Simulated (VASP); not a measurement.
Write the native input for VASP 6.6.1 that does the following.

```
Task                   : single point
Functional             : PBE
Potentials or basis    : VASP PAW PBE potentials, release 64 (Rb_sv)
Cutoff                 : 500 eV
k mesh                 : 8 × 8 × 3
Occupations            : fermi-dirac, width 0.1 eV
Spin                   : no spin polarisation
Dipole correction      : no
Further INCAR settings : ALGO = Normal; EDIFF = 1e-06; NBANDS = 26
```

The structure of Rb lies in POSCAR:

```
Rb
1.0
    5.2309996972      0.0000000000      0.0000000000
   -2.6154998486      4.5301786250      0.0000000000
    0.0000000000      0.0000000000     17.2577269475
Rb
4
Direct
    1.0000000000      1.0000000000      0.0000000000
    0.0000000000      1.0000000000      0.5000000000
    0.3333333333      0.6666666667      0.2500000000
    0.6666666667      0.3333333333      0.7500000000
```

This isn't the form of Rb at room conditions, which is bcc.

One way to write it, as run:

INCAR

```
SYSTEM = Rb
  PREC = Accurate
  ENCUT = 500
  EDIFF = 1E-6
  ISMEAR = -1
  SIGMA = 0.1
  LREAL = .FALSE.
  LASPH = .TRUE.
  NELM = 120
  ALGO = Normal
  ISIF = 2
  LWAVE = .FALSE.
  LCHARG = .FALSE.
  GGA = PE
  NBANDS = 26
  GGA_COMPAT = .FALSE.
```

KPOINTS

```
regular mesh
0
G
  8 8 3
  0 0 0
```

Potentials or basis: VASP PAW PBE potentials, release 64 (Rb_sv).

The run is started by

```console
$ cat potpaw_PBE.64/Rb_sv/POTCAR > POTCAR
$ mpirun -np 1 vasp_std > vasp.out
```

It gave:

```yaml
Pressure: -0.2 GPa
Band_gap_on_the_k_mesh: zero (bands 18 and 19 overlap by 1.78 eV)
```

It took 77 s on 1 thread of Intel(R) Xeon(R) 6975P-C (Granite Rapids) (shared host), peak memory 0.53 GiB.
